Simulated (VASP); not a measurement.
Write the native input for VASP 6.6.1 that does the following.

```
Task                   : single point
Functional             : PBE
Potentials or basis    : VASP PAW PBE potentials, release 64 (Si, Ge_d)
Cutoff                 : 520 eV
k mesh                 : 2 × 2 × 2
Occupations            : gaussian, width 0.05 eV
Spin                   : no spin polarisation
Dipole correction      : no
Further INCAR settings : LREAL = Auto; ALGO = Normal; EDIFF = 1e-06; NBANDS = 53
```

The structure of Si16Ge (a cell with a defect) lies in POSCAR:

```
Si16Ge
1.0
    0.0000000000      5.4300000000      5.4300000000
    5.4300000000      0.0000000000      5.4300000000
    5.4300000000      5.4300000000      0.0000000000
Si Ge
16 1
Direct
   -0.0064407919      0.0124315838     -0.0012439227
    0.1162127993      0.1489958564      0.1206019337
   -0.0156952118      0.0086845304      0.5088325967
    0.1180644567      0.1273850829      0.6275029466
    0.0045206262      0.5126985267      0.0127624309
    0.1260198895      0.6336707182      0.1337504604
   -0.0064469613      0.4986237569      0.5124946593
    0.1161683241      0.6204180479      0.6491913444
    0.5029647330      0.0091735727     -0.0105807551
    0.6222707182      0.1282285451      0.1220952118
    0.4910656538     -0.0047932781      0.4953286372
    0.6145366483      0.1197491713      0.6198808471
    0.5049241252      0.4997535912     -0.0001648250
    0.6412322284      0.6222883978      0.1223434622
    0.5029877532      0.4892787293      0.5092531308
    0.6222651934      0.6219828729      0.6283092081
    0.2559094843      0.7640767035      0.2641711786
```

These files were run (other wordings do the same):

INCAR

```
  PREC = Accurate
  ENCUT = 520
  EDIFF = 1E-6
  ISMEAR = 0
  SIGMA = 0.05
  LREAL = Auto
  LASPH = T
  NELM = 60
  ALGO = Normal
  ISIF = 2
  LWAVE = F
  LCHARG = F
  GGA = PE
  NBANDS = 53
```

KPOINTS

```
regular mesh
0
Gamma
  2 2 2
```

Potentials or basis: VASP PAW PBE potentials, release 64 (Si, Ge_d).

Command:

```sh
$ cat potpaw_PBE.64/Si/POTCAR potpaw_PBE.64/Ge_d/POTCAR > POTCAR
$ mpirun -np 1 vasp_std > vasp.out
```

It gave:

The pressure is 6.5 GPa, the largest force is 0.155 eV/Å and the band gap on the k mesh is zero (bands 39 and 40 overlap by 0.27 eV).

Caveat: the k points lie up to 0.50 Å⁻¹ apart.

Wall time 2.9 min on 1 thread of Intel(R) Xeon(R) 6975P-C (Granite Rapids), on a shared host, peak memory 0.49 GiB.
